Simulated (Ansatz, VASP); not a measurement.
Ta in VASP and in Ansatz

Contents of INCAR:

```
ALGO = Fast
EDIFF = 1E-6
ENCUT = 520
GGA = PS
ISIF = 2
ISMEAR = 0
LASPH = True
LCHARG = True
LELF = True
LREAL = False
LVHAR = True
LWAVE = False
NBANDS = 12
NELM = 60
PREC = Accurate
SIGMA = 0.15
```

KPOINTS

```
k-points
0
Gamma
  22 22 22
```

File POSCAR:

```
Ta
1.0
   -1.4492111139      1.4492111139      2.2691747621
    1.4492111139     -1.4492111139      2.2691747621
    1.4492111139      1.4492111139     -2.2691747621
Ta
1
Direct
    0.0000000000      0.0000000000      0.0000000000
```

Input for Ansatz:

```yaml
crystal:
  lattice:
    - [-1.4492111139, 1.4492111139, 2.2691747621]
    - [1.4492111139, -1.4492111139, 2.2691747621]
    - [1.4492111139, 1.4492111139, -2.2691747621]
  atoms:
    - { symbol: Ta, position: [0.0, 0.0, 0.0] }
basis:
  ecutwfc: 420
kpoints:
  mp_grid: { grid: [22, 22, 22] }
hamiltonian:
  xc: pbesol
  pseudopotentials: { kind: paw, azcp: { folder: soft_1 } }
scf:
  occupations: { method: gaussian, width: 0.15 }
output:
  forces: true
  stress: true
  eigenvalues: true
  write_density: true
  write_potential: true
  elf: true
  volumetric_format: npy
```

Alike in both runs: task single point; functional PBEsol; k mesh 22 × 22 × 22; occupations gaussian, width 0.15 eV; no spin polarisation.

```csv
,VASP,Ansatz
version,VASP 6.6.1,Ansatz 0.2.0
potentials or method,"VASP PAW PBE potentials, release 64 (Ta_pv), cutoff 520 eV","scalar-relativistic, plane waves, PAW"
valence electrons in the cell,11,13
```

|  | VASP | Ansatz | Ansatz less VASP |
| --- | --- | --- | --- |
| gap on the k mesh at the Fermi level (eV) | none | none | - |
| pressure (GPa) | -9.6 | -9.7 | -0.06 |
| traceless stress, the component that is largest in VASP (GPa) | 5.14 | 5.13 | -0.017 |

VASP's potentials were made for PBE, not for PBEsol, and Ansatz warns of the same on its side. A gap of «none» marks a metal or a gap that the smearing closes. With one functional, cell and mesh, what is left measures potentials, basis and numerics. VASP's potentials hold 11 valence electrons a cell and Ansatz's 13, so a difference there can come from the potentials and not from the codes.

Neither program's run includes spin-orbit coupling.
